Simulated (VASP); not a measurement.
TePb:

```xyz
2
Lattice="0.0000 3.2678 3.2678 3.2678 0.0000 3.2678 3.2678 3.2678 0.0000" Properties=species:S:1:pos:R:3 pbc="T T T"
Pb    0.0000    0.0000    0.0000
Te    3.2678    3.2678    3.2678
```

Program: VASP 6.6.1. Alike in all runs: task single point; potentials or basis VASP PAW PBE potentials, release 64 (Pb_d, Te); no spin polarisation; cell as given; cutoff (eV) 520. Hardware: 1 thread of Intel(R) Xeon(R) Platinum 8488C (Sapphire Rapids) (shared host).

Order these runs on this cell by their wall time, lowest first.
A. level r2SCAN; k mesh 8 × 8 × 8; smearing gaussian 0.01 eV
B. level PBE; k mesh 4 × 4 × 4; smearing gaussian 0.01 eV
C. level PBE; k mesh 8 × 8 × 8; smearing fermi-dirac 0.02 eV

B (12 s), C (27 s), A (120 s).
